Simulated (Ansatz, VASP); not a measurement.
## Two plane-wave programs on SiGe

```xyz
4
Lattice="3.8033 0.0000 0.0000 -1.9016 3.2937 0.0000 0.0000 0.0000 6.8840" Properties=species:S:1:pos:R:3 pbc="T T T"
Si    1.9016    1.0979    6.0200
Si    0.0000    2.1958    2.5781
Ge    1.9016    1.0979    3.4454
Ge    0.0000    2.1958    0.0034
```

Alike in both runs: task single point; functional LDA; k mesh 12 × 12 × 6; occupations gaussian, width 0.03 eV; no spin polarisation.

|  | VASP | Ansatz |
| --- | --- | --- |
| version | VASP 6.6.1 | Ansatz 0.2.0 |
| potentials or method | VASP PAW LDA potentials, release 64 (Si, Ge_d), cutoff 520 eV | scalar-relativistic, plane waves, PAW |
| valence electrons in the cell | 36 | 36 |

```tsv
	VASP	Ansatz	Ansatz less VASP
gap on the k mesh at the Fermi level (eV)	0.11	0.10	-0.012
least direct gap on the mesh (eV)	0.11	0.10	-0.012
pressure (GPa)	-2.0	-2.1	-0.08
traceless stress, the component that is largest in VASP (GPa)	-10.24	-10.18	+0.059
rms of the force components (eV/Å)	0.303	0.300	-0.0033
```

Ansatz warns that its potentials were made for another functional, while VASP's fit it. LDA's correlation is that of Perdew and Zunger in VASP and of Perdew and Wang (1992) in Ansatz. Atom by atom the forces differ by 0.003 eV/Å (rms over components).
